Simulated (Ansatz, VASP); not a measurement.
One calculation of Na, two programs

```
Na
1.0
     5.97301    0.00000    0.00000
    -2.98651    5.17278    0.00000
     0.00000    0.00000    3.66146
Na
3
Direct
  0.00000 0.00000 0.00000
  0.33333 0.66667 0.50000
  0.66667 0.33333 0.50000
```

Alike in both runs: task relaxation of cell and atoms; functional revPBE; k mesh 6 × 6 × 9; occupations fermi-dirac, width 0.1 eV; no spin polarisation.

|  | VASP | Ansatz |
| --- | --- | --- |
| version | VASP 6.6.1 | Ansatz 0.2.0 |
| potentials or method | VASP PAW PBE potentials, release 64 (Na_pv), cutoff 600 eV | plane waves (420 eV) with PAW, scalar-relativistic |
| valence electrons in the cell | 21 | 27 |

```tsv
	VASP	Ansatz	Ansatz less VASP
relaxed volume (Å³/atom)	39.76	39.63	-0.132
relaxed length of the cell vector where the two differ most in proportion (Å)	6.152	6.140	-0.0114
```

VASP's potentials were made for PBE, not for revPBE. VASP's potentials hold 21 valence electrons a cell and Ansatz's 27, so a difference there can come from the potentials and not from the codes.
